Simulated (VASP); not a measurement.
# Cu (Cmme) in VASP: a series of runs

Cu is run at these levels: PBEsol; tasks: single point.

Program: VASP 6.6.1. These are calculated values, not measurements. Logs are shortened: lines on timing, memory, paths and dates and some standing lists are left out, and cuts for length are marked.

### Step 1. The cell of the first run

Symmetry: Cmme, No. 67, orthorhombic system. Conventional cell: a = 2.752 Å, b = 4.081 Å, c = 12.743 Å, α = 90.00°, β = 90.00°, γ = 90.00°. Within 3.3 Å of Cu (site symmetry mm2) lie 14 Cu at 2.46 to 3.26 Å. Cu (site symmetry mm2) has 14 Cu at 2.46 to 2.89 Å within 3.2 Å. Within 3.2 Å of Cu (site symmetry mm2) lie 14 Cu at 2.46 to 2.89 Å.

### Step 2. Single point, PBEsol (the distance across one plane changed)

Input file INCAR:

```
SYSTEM = Cu
ALGO     = Fast           ! electronic algorithm
EDIFF    = 1E-7           ! SCF threshold, eV
ENCUT    = 520            ! plane-wave cutoff, eV
GGA      = PS             ! functional
ISIF     = 2              ! what is computed and relaxed
ISMEAR   = 0              ! smearing method
LASPH    = .TRUE.         ! aspherical terms in the spheres
LCHARG   = .TRUE.         ! write CHGCAR
LELF     = .TRUE.         ! ELF
LREAL    = .FALSE.        ! projectors in reciprocal space
LVHAR    = .TRUE.       
LWAVE    = .FALSE.        ! write WAVECAR
NBANDS   = 42             ! bands
NELM     = 100            ! most SCF steps
PREC     = Accurate       ! precision mode
SIGMA    = 0.15           ! smearing width, eV
```

Input file KPOINTS:

```
k-points
0
G
  20 20 4
  0 0 0
```

Input file POSCAR:

```
Cu
1.0
   -1.4427933200     -1.4427933200     -1.3760814500
   -1.4427933200     -1.4427933200      1.3760814500
   -9.0103133106      9.0103133106      0.0000000000
Cu
6
Direct
    0.5000000000      0.5000000000      0.0800474252
    0.0000000000      0.0000000000      0.8806818040
    0.5000000000      0.5000000000      0.4003011767
    0.0000000000      0.0000000000      0.2401743009
    0.5000000000      0.5000000000      0.7205549282
    0.0000000000      0.0000000000      0.5604280525
```

Potentials or basis: VASP PAW PBE potentials, release 64 (Cu).

Launch:

```console
$ cat potpaw_PBE.64/Cu/POTCAR > POTCAR
$ mpirun -np 1 vasp_std > vasp.out
```

OUTCAR:

```text
SYSTEM = Cu
   EDIFF = 1E-7
   ENCUT = 520
   GGA = PS
   ISIF = 2
   ISMEAR = 0
   LASPH = .TRUE.
   LREAL = .FALSE.
   NELM = 100
   PREC = Accurate

 ion  position               nearest neighbor table
   1  0.500  0.500  0.080-   4 2.46   4 2.46
   2  0.000  0.000  0.881-   5 2.46   5 2.46
   3  0.500  0.500  0.400-   4 2.46   4 2.46   6 2.46   6 2.46
   4  0.000  0.000  0.240-   1 2.46   1 2.46   3 2.46   3 2.46
   5  0.500  0.500  0.721-   6 2.46   6 2.46   2 2.46   2 2.46
   6  0.000  0.000  0.560-   5 2.46   5 2.46   3 2.46   3 2.46

  LATTYP: Found a base centered orthorhombic cell.
 ALAT       =     2.7521629000
 B/A-ratio  =     1.4827740617
 C/A-ratio  =     4.6299974776

  Lattice vectors:

 A1 = (   1.4427933200,   1.4427933200,  -1.3760814500)
 A2 = (  -1.4427933200,  -1.4427933200,  -1.3760814500)
 A3 = (  -9.0103133106,   9.0103133106,   0.0000000000)

Analysis of symmetry for initial positions (statically):
=====================================================================
 Subroutine PRICEL returns:
 Original cell was already a primitive cell.

 Routine SETGRP: Setting up the symmetry group for a
 base centered orthorhombic supercell.

 Subroutine GETGRP returns: Found  8 space group operations
 (whereof  4 operations were pure point group operations)
 out of a pool of  8 trial point group operations.

The static configuration has the point symmetry C_2v.
 The point group associated with its full space group is D_2h.

Analysis of symmetry for dynamics (positions and initial velocities):
=====================================================================
 Subroutine PRICEL returns:
 Original cell was already a primitive cell.

 Routine SETGRP: Setting up the symmetry group for a
 base centered orthorhombic supercell.

 Subroutine GETGRP returns: Found  8 space group operations
 (whereof  4 operations were pure point group operations)
 out of a pool of  8 trial point group operations.

The dynamic configuration has the point symmetry C_2v.
 The point group associated with its full space group is D_2h.

 Subroutine INISYM returns: Found  8 space group operations
 (whereof  4 operations are pure point group operations),
[... 100 lines left out ...]
   LSORBIT =      F    spin-orbit coupling
   LASPH  =      T    aspherical Exc in radial PAW
   ENCUT  =  520.0 eV  38.22 Ry    6.18 a.u.   4.58  4.58 23.69*2*pi/ulx,y,z
   NELM   =    100;   NELMIN=  2; NELMDL= -5     # of ELM steps
   EDIFF  = 0.1E-06   stopping-criterion for ELM
   LREAL  =      F    real-space projection
   EDIFFG = 0.1E-05   stopping-criterion for IOM
   NSW    =      0    number of steps for IOM
   IBRION =     -1    ionic relax: 0-MD 1-quasi-New 2-CG
   NFREE  =      0    steps in history (QN), initial steepest desc. (CG)
   ISIF   =      2    stress and relaxation
   ISYM   =      2    0-nonsym 1-usesym 2-fastsym
   POTIM  = 0.5000    time-step for ionic-motion
   TEBEG  =    0.0;   TEEND  =   0.0 temperature during run
   PSTRESS=    0.0 pullay stress
   NELECT =      66.0000    total number of electrons
   NUPDOWN=      -1.0000    fix difference up-down
   EMIN   =  10.00;   EMAX   =-10.00  energy-range for DOS
   EFERMI =   0.00;   METHOD = LEGACY
   ISMEAR =     0;   SIGMA  =   0.15  broadening in eV -4-tet -1-fermi 0-gaus
   EFERMI_NEDOS =   21; number of points for ismear=-14 and -15
   IALGO  =     68    algorithm
   IMIX   =      4    mixing-type and parameters
     AMIX     =   0.40;   BMIX     =  1.00
     AMIX_MAG =   1.60;   BMIX_MAG =  1.00
  volume/ion in A,a.u.               =      11.93        80.48
  Fermi-wavevector in a.u.,A,eV,Ry     =   1.593578  3.011426 34.551887  2.539492
  Thomas-Fermi vector in A             =   2.691786
   LORBIT       =      0    0 simple, 1 ext, 2 COOP (PROOUT), +10 PAW based schemes
   GGA     = PS    functional components
   LHFCALC =     F    Hartree Fock is set to
   AEXX    =    0.0000 exact exchange contribution
   IVDW    =     0    specifies the selected vdW correction
   LEPSILON=     F    determine dielectric tensor
   LRPA    =     F    only Hartree local field effects (RPA)
 non-spin polarized calculation
 RMM-DIIS sequential band-by-band and
 Gauss-broadening in eV      SIGMA  =   0.15
  energy-cutoff  :      520.00
  volume of cell :       71.56
 maximum number of plane-waves:      1962
   NGX =  9   NGY =  9   NGZ = 47

 number of electron      65.9999911 magnetization

 Free energy of the ion-electron system (eV)
  ---------------------------------------------------
  ext. energy  EPLUGINS =         0.00000000
  ---------------------------------------------------
  free energy    TOTEN  =       -25.33407194 eV

  energy without entropy =      -25.31197284  energy(sigma->0) =      -25.32302239

 E-fermi :   7.2910     XC(G=0): -12.8324

 val. band max:        7.2905407411   @ k =   0.5000   0.4000   0.5000
 cond. band min:       7.2922220545   @ k =   0.5000   0.1000   0.0000
 fundamental gap:      0.0016813134
 Fermi energy:         7.2909691842

 k-point     1 :       0.0000    0.0000    0.0000
  band No.  band energies     occupation
      1      -2.1550      2.00000
      2      -1.3219      2.00000
      3      -0.8413      2.00000
      4       1.1177      2.00000
      5       1.3463      2.00000
      6       2.1153      2.00000
[... 1069 lines left out ...]
     41      15.8489      0.00000
     42      16.0471      0.00000

 [... further k-points ...]

------------------------ aborting loop because EDIFF is reached ----------------------------------------

  FORCE on cell =-STRESS in cart. coord.  units (eV):
  Direction    XX          YY          ZZ          XY          YZ          ZX
  --------------------------------------------------------------------------------------
  -------------------------------------------------------------------------------------
  Total       -1.6756582     -1.6756582     -1.6501624      0.9649425      0.0000000      0.0000000
  in kB      -37.5187076    -37.5187076    -36.9478467     21.6054780      0.0000000      0.0000000
  external PRESSURE =     -37.3284206 kB  Pullay stress =       0.0000000 kB

 VOLUME and BASIS-vectors are now :
 -----------------------------------------------------------------------------
  energy-cutoff  :      520.00
  volume of cell :       71.56
      direct lattice vectors                 reciprocal lattice vectors
    -1.442793320 -1.442793320 -1.376081450    -0.173274991 -0.173274991 -0.363350585
    -1.442793320 -1.442793320  1.376081450    -0.173274991 -0.173274991  0.363350585
    -9.010313311  9.010313311  0.000000000    -0.055491966  0.055491966  0.000000000

 POSITION                                       TOTAL-FORCE (eV/Angst)
 -----------------------------------------------------------------------------------
     -2.16405     -0.72154      0.00000         0.518355     -0.518355      0.000000
     -7.93522      7.93522      0.00000        -0.518355      0.518355      0.000000
     -5.04963      2.16405      0.00000         0.006429     -0.006429      0.000000
     -2.16405      2.16405      0.00000         0.048871     -0.048871      0.000000
     -7.93522      5.04963      0.00000        -0.048871      0.048871      0.000000
     -5.04963      5.04963      0.00000        -0.006429      0.006429      0.000000
 -----------------------------------------------------------------------------------
    total drift:                               -0.000070      0.000070      0.000000

  FREE ENERGIE OF THE ION-ELECTRON SYSTEM (eV)
  ---------------------------------------------------
  free  energy   TOTEN  =       -25.3340719376 eV

  energy  without entropy=      -25.3119728386  energy(sigma->0) =      -25.32302239
```

OSZICAR:

```text
N       E                     dE             d eps       ncg     rms          rms(c)
DAV:   1     0.573782090985E+03    0.57378E+03   -0.28428E+04 28060   0.282E+03
DAV:   2     0.405420905260E+02   -0.53324E+03   -0.51504E+03 27972   0.466E+02
DAV:   3    -0.293972495382E+02   -0.69939E+02   -0.64181E+02 28474   0.219E+02
DAV:   4    -0.316805735438E+02   -0.22833E+01   -0.22675E+01 32738   0.564E+01
DAV:   5    -0.317130480857E+02   -0.32475E-01   -0.32462E-01 33414   0.685E+00    0.202E+01
RMM:   6    -0.275033454068E+02    0.42097E+01   -0.59044E+01 30099   0.998E+01    0.109E+01
RMM:   7    -0.253441673342E+02    0.21592E+01   -0.11985E+01 29618   0.482E+01    0.196E+00
RMM:   8    -0.253364510336E+02    0.77163E-02   -0.62774E-01 31628   0.440E+00    0.490E-01
RMM:   9    -0.253357900599E+02    0.66097E-03   -0.86041E-02 31799   0.334E+00    0.320E-01
RMM:  10    -0.253340438001E+02    0.17463E-02   -0.22303E-02 32849   0.169E+00    0.130E-01
RMM:  11    -0.253342581315E+02   -0.21433E-03   -0.64841E-03 33767   0.508E-01    0.958E-02
RMM:  12    -0.253341085708E+02    0.14956E-03   -0.10333E-03 32902   0.347E-01    0.626E-02
RMM:  13    -0.253340704684E+02    0.38102E-04   -0.52446E-04 36674   0.164E-01    0.188E-02
RMM:  14    -0.253340706833E+02   -0.21494E-06   -0.98672E-05 31935   0.116E-01    0.121E-02
RMM:  15    -0.253340704197E+02    0.26364E-06   -0.43574E-05 33665   0.600E-02    0.356E-03
RMM:  16    -0.253340718795E+02   -0.14599E-05   -0.14738E-05 39862   0.260E-02    0.104E-03
RMM:  17    -0.253340719376E+02   -0.58029E-07   -0.74022E-07 29081   0.699E-03
   1 F= -.25334072E+02 E0= -.25323022E+02  d E =-.220991E-01
```

Wall time 7.7 min (1 thread of Intel Xeon 6975P-C (Granite Rapids), shared host); peak memory 0.7 GiB.

Results:

```yaml
Free_energy: -25.3341 eV
Pressure: -3.7 GPa
Largest_force: 0.733 eV/Å
Band_gap_on_the_k_mesh: zero (bands 33 and 34 overlap by 5.86 eV)
```

Forces in eV/Å, atoms in the order of the input:
```
Cu   0.518 -0.518  0.000
Cu  -0.518  0.518  0.000
Cu   0.006 -0.006  0.000
Cu   0.049 -0.049  0.000
Cu  -0.049  0.049  0.000
Cu  -0.006  0.006  0.000
```

Levels at points of the mesh, in eV from the Fermi level:
| k point | band 31 | band 32 | band 33 | band 34 | band 35 | band 36 | band 37 | band 38 |
| --- | --- | --- | --- | --- | --- | --- | --- | --- |
| (0.00, 0.00, 0.00) | -1.90 | -1.85 | -1.84 | -1.69 | -1.41 | -1.09 | 3.12 | 7.65 |
| (0.50, 0.00, 0.00) | -0.09 | -0.09 | 0.06 | 0.06 | 0.49 | 0.49 | 4.86 | 4.86 |
| (0.50, 0.50, 0.00) | -0.67 | 1.12 | 1.61 | 4.21 | 4.39 | 4.49 | 4.61 | 4.94 |
| (0.00, 0.00, 0.50) | -2.02 | -1.95 | -1.85 | -1.84 | -1.55 | -1.46 | 4.11 | 5.58 |
| (0.50, 0.00, 0.50) | -0.40 | -0.40 | 0.33 | 0.33 | 0.41 | 0.41 | 4.53 | 4.53 |
| (0.50, 0.50, 0.50) | -0.20 | 0.26 | 2.68 | 3.19 | 4.23 | 4.36 | 4.98 | 5.04 |

Caveat: the cell differs from its parent crystal (the distance across one plane changed); the cell stands under tension; the PAW data sets were made with another functional, which shifts forces and pressure a little.

### Step 3. Single point, PBEsol (the distance across one plane changed)

Input file INCAR:

```
  PREC = Accurate
  ENCUT = 520
  EDIFF = 1E-7
  ISMEAR = 0
  SIGMA = 0.15
  LREAL = F
  LASPH = T
  NELM = 80
  ALGO = Fast
  ISIF = 2
  LWAVE = F
  LCHARG = F
  GGA = PS
  NBANDS = 42
```

Input file KPOINTS:

```
Automatic mesh
0
Gamma
  20 20 4
```

Input file POSCAR:

```
Cu
1.0
   -1.4427933200     -1.4427933200     -1.3760814500
   -1.4427933200     -1.4427933200      1.3760814500
  -10.7780802636     10.7780802636      0.0000000000
Cu
6
Direct
    0.5000000000      0.5000000000      0.0669184459
    0.0000000000      0.0000000000      0.7362367682
    0.5000000000      0.5000000000      0.3346457748
    0.0000000000      0.0000000000      0.2007821103
    0.5000000000      0.5000000000      0.6023731037
    0.0000000000      0.0000000000      0.4685094393
```

Potentials or basis: VASP PAW PBE potentials, release 64 (Cu).

Launch:

```console
$ cat potpaw_PBE.64/Cu/POTCAR > POTCAR
$ mpirun -np 1 vasp_std > vasp.out
```

It took 21 min on 1 thread of Oxide Virtual Turin-like, shared host; peak memory 0.78 GiB.

Results (log left out):

- Free energy: -24.5002 eV
- Pressure: -2.6 GPa
- Largest force: 0.093 eV/Å
- Band gap on the k mesh: zero (bands 33 and 34 overlap by 5.56 eV)

Forces on the atoms (eV/Å):
```
Cu  -0.066  0.066  0.000
Cu   0.066 -0.066  0.000
Cu   0.017 -0.017  0.000
Cu   0.055 -0.055  0.000
Cu  -0.055  0.055  0.000
Cu  -0.017  0.017  0.000
```

Stress tensor (GPa, compression positive):
```
-1.82  0.08  0.00
 0.08 -1.82  0.00
 0.00  0.00 -4.08
```

Levels at points of the mesh, in eV from the Fermi level:
```
           k point  band 30  band 31  band 32  band 33  band 34  band 35  band 36  band 37
(0.00, 0.00, 0.00)    -2.05    -1.90    -1.75    -1.75    -1.56    -1.41    -0.64    -0.45
(0.50, 0.00, 0.00)    -1.43    -0.17    -0.17     0.28     0.28     0.57     0.57     4.56
(0.50, 0.50, 0.00)    -1.20    -0.40     0.75     2.14     3.74     4.22     4.47     4.92
(0.00, 0.00, 0.50)    -2.05    -1.90    -1.75    -1.75    -1.56    -1.41    -1.17     0.05
(0.50, 0.00, 0.50)    -1.43    -0.18    -0.18     0.29     0.29     0.56     0.56     4.53
(0.50, 0.50, 0.50)    -1.20    -0.39     0.74     2.17     3.69     4.23     4.47     4.93
```

Caveat: the cell differs from its parent crystal (the distance across one plane changed); the PAW data sets were made with another functional, which shifts forces and pressure a little.
